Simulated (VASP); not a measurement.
# Al (Fm-3m) in VASP: a series of runs

The runs below take Al through single point, with r2SCAN.

All numbers are computed with VASP 6.6.1; they aren't measurements. Logs are shortened: lines on timing, memory, paths and dates and some standing lists are left out, and cuts for length are marked.

### Step 1. The cell of the first run

The structure is cubic, space group Fm-3m (No. 225). The conventional cell has a = 3.825 Å, b = 3.825 Å, c = 3.825 Å, α = 90.00°, β = 90.00°, γ = 90.00°. Within 3.6 Å of Al (site symmetry m-3m) lie 12 Al at 2.71 Å.

### Step 2. Single point, r2SCAN (volume scaled by 0.88)

POSCAR

```
Al
1.0
    0.0000000000      1.9127377545      1.9127377545
    1.9127377545      0.0000000000      1.9127377545
    1.9127377545      1.9127377545      0.0000000000
Al
1
Direct
    0.0000000000      0.0000000000      0.0000000000
```

INCAR.step1

```
  PREC = Accurate
  ENCUT = 520
  ISMEAR = 0
  SIGMA = 0.1
  LREAL = F
  LASPH = T
  NELM = 60
  NBANDS = 8
  GGA = PE
  ALGO = Normal
  EDIFF = 1E-4
  LWAVE = T
  LCHARG = F
```

INCAR.step2

```
  PREC = Accurate
  ENCUT = 520
  EDIFF = 1E-6
  ISMEAR = 0
  SIGMA = 0.1
  LREAL = F
  LASPH = T
  NELM = 60
  ALGO = Normal
  ISIF = 2
  LWAVE = F
  LCHARG = F
  METAGGA = R2SCAN
  LMIXTAU = T
  NBANDS = 8
  ISTART = 1
```

KPOINTS

```
Automatic mesh
0
Gamma
  18 18 18
```

Potentials or basis: VASP PAW PBE potentials, release 64 (Al).

Command:

```bash
$ cat potpaw_PBE.64/Al/POTCAR > POTCAR
$ cp INCAR.step1 INCAR
$ mpirun -np 1 vasp_std > vasp.out
$ cp INCAR.step2 INCAR
$ mpirun -np 1 vasp_std > vasp.out
```

OUTCAR:

```text
PREC = Accurate
   ENCUT = 520
   EDIFF = 1E-6
   ISMEAR = 0
   LREAL = F
   LASPH = T
   NELM = 60
   ISIF = 2
   METAGGA = R2SCAN
   ISTART = 1

 ion  position               nearest neighbor table
   1  0.000  0.000  0.000-

  LATTYP: Found a face centered cubic cell.
 ALAT       =     3.8254755090

  Lattice vectors:

 A1 = (   0.0000000000,   1.9127377545,   1.9127377545)
 A2 = (   1.9127377545,   0.0000000000,   1.9127377545)
 A3 = (   1.9127377545,   1.9127377545,   0.0000000000)

Analysis of symmetry for initial positions (statically):
=====================================================================
 Subroutine PRICEL returns:
 Original cell was already a primitive cell.

 Routine SETGRP: Setting up the symmetry group for a
 face centered cubic supercell.

 Subroutine GETGRP returns: Found 48 space group operations
 (whereof 48 operations were pure point group operations)
 out of a pool of 48 trial point group operations.

The static configuration has the point symmetry O_h .

Analysis of symmetry for dynamics (positions and initial velocities):
=====================================================================
 Subroutine PRICEL returns:
 Original cell was already a primitive cell.

 Routine SETGRP: Setting up the symmetry group for a
 face centered cubic supercell.

 Subroutine GETGRP returns: Found 48 space group operations
 (whereof 48 operations were pure point group operations)
 out of a pool of 48 trial point group operations.

The dynamic configuration has the point symmetry O_h .

 Subroutine INISYM returns: Found 48 space group operations
 (whereof 48 operations are pure point group operations),
 and found     1 'primitive' translations

----------------------------------------------------------------------------------------

                                     Primitive cell

  volume of cell :      13.9958

  direct lattice vectors                    reciprocal lattice vectors
     0.000000000  1.912737754  1.912737754    -0.261405412  0.261405412  0.261405412
     1.912737754  0.000000000  1.912737754     0.261405412 -0.261405412  0.261405412
     1.912737754  1.912737754  0.000000000     0.261405412  0.261405412 -0.261405412

  length of vectors
     2.705019674  2.705019674  2.705019674     0.452767454  0.452767454  0.452767454

  position of ions in fractional coordinates (direct lattice)
     0.000000000  0.000000000  0.000000000

  ion indices of the primitive-cell ions
   primitive index   ion index
                 1           1

----------------------------------------------------------------------------------------

 KPOINTS: Automatic mesh

Automatic generation of k-mesh.
 Grid dimensions read from file:
 generate k-points for:   18   18   18

 Generating k-lattice:

  Cartesian coordinates                     Fractional coordinates (reciprocal lattice)
    -0.014522523  0.014522523  0.014522523     0.055555556  0.000000000  0.000000000
     0.014522523 -0.014522523  0.014522523     0.000000000  0.055555556  0.000000000
     0.014522523  0.014522523 -0.014522523     0.000000000  0.000000000  0.055555556

  Length of vectors
     0.025153747  0.025153747  0.025153747

  Shift w.r.t. Gamma in fractional coordinates (k-lattice)
     0.000000000  0.000000000  0.000000000

 Subroutine IBZKPT returns following result:
 ===========================================

 Found    195 irreducible k-points:

 Following reciprocal coordinates:
            Coordinates               Weight
  0.000000  0.000000  0.000000      1.000000
  0.055556  0.000000  0.000000      8.000000
  0.111111  0.000000  0.000000      8.000000
  0.166667  0.000000  0.000000      8.000000
  0.222222  0.000000  0.000000      8.000000
  0.277778  0.000000  0.000000      8.000000
[... 16 lines left out ...]
 -0.277778  0.055556  0.000000     24.000000
 -0.222222  0.055556  0.000000     24.000000
 [... further k-points ...]
   k-points           NKPTS =    195   k-points in BZ     NKDIM =    195   number of bands    NBANDS=      8
   number of dos      NEDOS =    301   number of ions     NIONS =      1
   total plane-waves  NPLWV =   8000
   dimension x,y,z NGX =    20 NGY =   20 NGZ =   20
   dimension x,y,z NGXF=    40 NGYF=   40 NGZF=   40
   ions per type =               1
   NGX,Y,Z   is equivalent  to a cutoff of  12.29, 12.29, 12.29 a.u.
   NGXF,Y,Z  is equivalent  to a cutoff of  24.58, 24.58, 24.58 a.u.
 SYSTEM =  unknown system
   PREC   = accura    normal or accurate (medium, high low for compatibility)
   ISTART =      1    job   : 0-new  1-cont  2-samecut
   ICHARG =      0    charge: 1-file 2-atom 10-const
   ISPIN  =      1    spin polarized calculation?
   LNONCOLLINEAR =      F non collinear calculations
   LSORBIT =      F    spin-orbit coupling
   LASPH  =      T    aspherical Exc in radial PAW
   ENCUT  =  520.0 eV  38.22 Ry    6.18 a.u.   5.03  5.03  5.03*2*pi/ulx,y,z
   NELM   =     60;   NELMIN=  2; NELMDL=  0     # of ELM steps
   EDIFF  = 0.1E-05   stopping-criterion for ELM
   LREAL  =      F    real-space projection
   EDIFFG = 0.1E-04   stopping-criterion for IOM
   NSW    =      0    number of steps for IOM
   IBRION =     -1    ionic relax: 0-MD 1-quasi-New 2-CG
   NFREE  =      0    steps in history (QN), initial steepest desc. (CG)
   ISIF   =      2    stress and relaxation
   ISYM   =      2    0-nonsym 1-usesym 2-fastsym
   POTIM  = 0.5000    time-step for ionic-motion
   TEBEG  =    0.0;   TEEND  =   0.0 temperature during run
   PSTRESS=    0.0 pullay stress
   NELECT =       3.0000    total number of electrons
   NUPDOWN=      -1.0000    fix difference up-down
   EMIN   =  10.00;   EMAX   =-10.00  energy-range for DOS
   EFERMI =   0.00;   METHOD = LEGACY
   ISMEAR =     0;   SIGMA  =   0.10  broadening in eV -4-tet -1-fermi 0-gaus
   EFERMI_NEDOS =   21; number of points for ismear=-14 and -15
   IALGO  =     38    algorithm
   IMIX   =      4    mixing-type and parameters
     AMIX     =   0.40;   BMIX     =  1.00
     AMIX_MAG =   1.60;   BMIX_MAG =  1.00
  volume/ion in A,a.u.               =      14.00        94.45
  Fermi-wavevector in a.u.,A,eV,Ry     =   0.979753  1.851464 13.060442  0.959915
  Thomas-Fermi vector in A             =   2.110630
   LORBIT       =      0    0 simple, 1 ext, 2 COOP (PROOUT), +10 PAW based schemes
   METAGGA = R2SCAN    functional components
   LHFCALC =     F    Hartree Fock is set to
   AEXX    =    0.0000 exact exchange contribution
   IVDW    =     0    specifies the selected vdW correction
   LEPSILON=     F    determine dielectric tensor
   LRPA    =     F    only Hartree local field effects (RPA)
 non-spin polarized calculation
 Gauss-broadening in eV      SIGMA  =   0.10
  energy-cutoff  :      520.00
  volume of cell :       14.00
 maximum number of plane-waves:       388
   NGX =  9   NGY =  9   NGZ =  9

 number of electron       3.0000000 magnetization

 Free energy of the ion-electron system (eV)
  ---------------------------------------------------
  ext. energy  EPLUGINS =         0.00000000
  ---------------------------------------------------
  free energy    TOTEN  =        -6.65853558 eV

  energy without entropy =       -6.65698758  energy(sigma->0) =       -6.65776158

 E-fermi :   9.8342     XC(G=0): -11.5310

 val. band max:        9.7969780836   @ k =  -0.3333   0.0556   0.0000
 cond. band min:       9.8785270209   @ k =   0.5000   0.3889   0.0000
 fundamental gap:      0.0815489373
 Fermi energy:         9.8341764432

 k-point     1 :       0.0000    0.0000    0.0000
  band No.  band energies     occupation
      1      -3.2145      2.00000
      2      24.1386      0.00000
      3      24.1386      0.00000
      4      24.1386      0.00000
      5      27.4643      0.00000
      6      27.4643      0.00000
      7      27.4643      0.00000
      8      28.4508      0.00000

 k-point     2 :       0.0556    0.0000    0.0000
  band No.  band energies     occupation
      1      -3.1155      2.00000
      2      22.6297      0.00000
      3      23.9506      0.00000
      4      23.9506      0.00000
      5      27.6718      0.00000
      6      27.8130      0.00000
      7      27.8130      0.00000
      8      29.6676      0.00000

 k-point     3 :       0.1111    0.0000    0.0000
  band No.  band energies     occupation
      1      -2.8188      2.00000
      2      20.1250      0.00000
      3      23.5486      0.00000
      4      23.5486      0.00000
      5      27.4696      0.00000
      6      28.6938      0.00000
      7      28.6938      0.00000
      8      30.5980      0.00000

 k-point     4 :       0.1667    0.0000    0.0000
  band No.  band energies     occupation
      1      -2.3260      2.00000
      2      17.5518      0.00000
      3      23.1379      0.00000
      4      23.1379      0.00000
      5      27.1567      0.00000
      6      29.2248      0.00000
      7      29.2248      0.00000
      8      29.9348      0.00000

 k-point     5 :       0.2222    0.0000    0.0000
  band No.  band energies     occupation
      1      -1.6394      2.00000
      2      15.0534      0.00000
      3      22.8101      0.00000
      4      22.8102      0.00000
      5      26.8693      0.00000
      6      27.9509      0.00000
      7      27.9509      0.00000
      8      31.3544      0.00000

 k-point     6 :       0.2778    0.0000    0.0000
  band No.  band energies     occupation
      1      -0.7626      2.00000
      2      12.6741      0.00000
      3      22.5990      0.00000
      4      22.5990      0.00000
      5      26.6758      0.00000
      6      26.7867      0.00000
      7      26.7868      0.00000
      8      31.5140      0.00000

 k-point     7 :       0.3333    0.0000    0.0000
  band No.  band energies     occupation
      1       0.2999      2.00000
      2      10.4347      0.00000
      3      22.5142      0.00000
      4      22.5142      0.00000
      5      25.7799      0.00000
      6      25.7799      0.00000
      7      26.6091      0.00000
      8      30.4935      0.00000

 k-point     8 :       0.3889    0.0000    0.0000
  band No.  band energies     occupation
      1       1.5409      2.00000
      2       8.3500      2.00000
      3      22.5482      0.00000
      4      22.5482      0.00000
      5      24.9577      0.00000
      6      24.9577      0.00000
      7      26.6709      0.00000
      8      29.6164      0.00000

 k-point     9 :       0.4444    0.0000    0.0000
  band No.  band energies     occupation
      1       2.9408      2.00000
      2       6.4429      2.00000
      3      22.6615      0.00000
      4      22.6615      0.00000
      5      24.3689      0.00000
      6      24.3689      0.00000
      7      26.8151      0.00000
      8      28.9687      0.00000

 k-point    10 :       0.5000    0.0000    0.0000
  band No.  band energies     occupation
      1       4.1461      2.00000
      2       5.0684      2.00000
      3      22.7363      0.00000
      4      22.7364      0.00000
      5      24.1352      0.00000
      6      24.1352      0.00000
      7      26.9040      0.00000
      8      28.7097      0.00000
[... 78 lines left out ...]
 k-point    18 :       0.4444    0.0556    0.0000
  band No.  band energies     occupation
      1       2.5431      2.00000
      2       7.1358      2.00000
      3      21.5346      0.00000
      4      21.8557      0.00000
      5      23.6975      0.00000
      6      25.7738      0.00000
      7      27.9799      0.00000
      8      29.7641      0.00000

 k-point    19 :       0.5000    0.0556    0.0000
  band No.  band energies     occupation
      1       3.9703      2.00000
      2       5.4272      2.00000
      3      21.3721      0.00000
      4      21.8657      0.00000
      5      23.9242      0.00000
      6      25.1742      0.00000
      7      28.0486      0.00000
      8      29.4159      0.00000

 k-point    20 :      -0.4444    0.0556    0.0000
  band No.  band energies     occupation
      1       3.5102      2.00000
      2       5.9435      2.00000
      3      20.9745      0.00000
      4      22.3394      0.00000
      5      24.3888      0.00000
      6      24.7487      0.00000
      7      27.8751      0.00000
      8      29.6357      0.00000

 k-point    21 :      -0.3889    0.0556    0.0000
  band No.  band energies     occupation
      1       2.0759      2.00000
      2       7.7712      2.00000
      3      20.7096      0.00000
      4      22.9233      0.00000
      5      24.5288      0.00000
      6      25.0410      0.00000
      7      27.6384      0.00000
      8      30.2449      0.00000

 k-point    22 :      -0.3333    0.0556    0.0000
  band No.  band energies     occupation
      1       0.7794      2.00000
      2       9.7970      1.40116
      3      20.5934      0.00000
      4      23.4874      0.00000
      5      24.6409      0.00000
      6      25.8537      0.00000
      7      27.5078      0.00000
      8      31.0575      0.00000

 k-point    23 :      -0.2778    0.0556    0.0000
  band No.  band energies     occupation
      1      -0.3428      2.00000
      2      11.9806      0.00000
      3      20.6318      0.00000
      4      23.8160      0.00000
      5      25.2912      0.00000
      6      26.7736      0.00000
      7      27.5618      0.00000
      8      31.9519      0.00000

 k-point    24 :      -0.2222    0.0556    0.0000
  band No.  band energies     occupation
      1      -1.2814      2.00000
      2      14.3045      0.00000
      3      20.8264      0.00000
      4      24.0316      0.00000
      5      26.3363      0.00000
      6      27.4356      0.00000
      7      28.1431      0.00000
      8      30.7073      0.00000

 [... further k-points ...]
[... 5 lines left out ...]
  --------------------------------------------------------------------------------------
  -------------------------------------------------------------------------------------
  Total        1.3315254      1.3315254      1.3315254     -0.0000000     -0.0000000      0.0000000
  in kB      152.4276457    152.4276457    152.4276457     -0.0000000     -0.0000000      0.0000000
  external PRESSURE =     152.4276457 kB  Pullay stress =       0.0000000 kB

 VOLUME and BASIS-vectors are now :
 -----------------------------------------------------------------------------
  energy-cutoff  :      520.00
  volume of cell :       14.00
      direct lattice vectors                 reciprocal lattice vectors
     0.000000000  1.912737754  1.912737754    -0.261405412  0.261405412  0.261405412
     1.912737754  0.000000000  1.912737754     0.261405412 -0.261405412  0.261405412
     1.912737754  1.912737754  0.000000000     0.261405412  0.261405412 -0.261405412

 POSITION                                       TOTAL-FORCE (eV/Angst)
 -----------------------------------------------------------------------------------
      0.00000      0.00000      0.00000         0.000000     -0.000000     -0.000000
 -----------------------------------------------------------------------------------
    total drift:                                0.000000      0.000000     -0.000000

  FREE ENERGIE OF THE ION-ELECTRON SYSTEM (eV)
  ---------------------------------------------------
  free  energy   TOTEN  =        -6.6585355832 eV

  energy  without entropy=       -6.6569875789  energy(sigma->0) =       -6.65776158
```

Wall time 37 s (1 thread of Intel Xeon Platinum 8375C at 2.90GHz (Ice Lake), shared host); peak memory 0.13 GiB.

Results:

| Quantity | Value |
| --- | --- |
| Free energy | -6.6585 eV |
| Pressure | 15.2 GPa |

Caveat: the PAW data sets were made with another functional, which shifts forces and pressure a little.

(Part 1 of 3 ends here.)
